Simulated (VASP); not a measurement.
Ru:

```
CELL_PARAMETERS angstrom
2.74141 0.00000 0.00000
-1.37070 2.37413 0.00000
0.00000 0.00000 4.33825
ATOMIC_POSITIONS crystal
Ru 0.66667 0.33333 0.75000
Ru 0.33333 0.66667 0.25000
```

Base run:

```yaml
Program: VASP 6.6.1
Functional: PBE
Potentials_or_basis: VASP PAW PBE potentials, release 64 (Ru_pv)
Cutoff: 520 eV
k_mesh: 11 × 11 × 6
Occupations: fermi-dirac, width 0.05 eV
Spin: no spin polarisation
```

Its results: band gap on the k mesh zero (band 14 reaches 13.54 eV, above the bottom of band 15 at 10.66 eV); pressure -7.5 GPa.

Q: The run is repeated on the same cell with these changes: functional from PBE to r2SCAN. What comes out?

A: Band gap on the k mesh zero (band 14 reaches 13.48 eV, above the bottom of band 15 at 10.47 eV); pressure -12.5 GPa.

Caveats: the PAW data sets were made with another functional, which shifts forces and pressure a little (some runs).
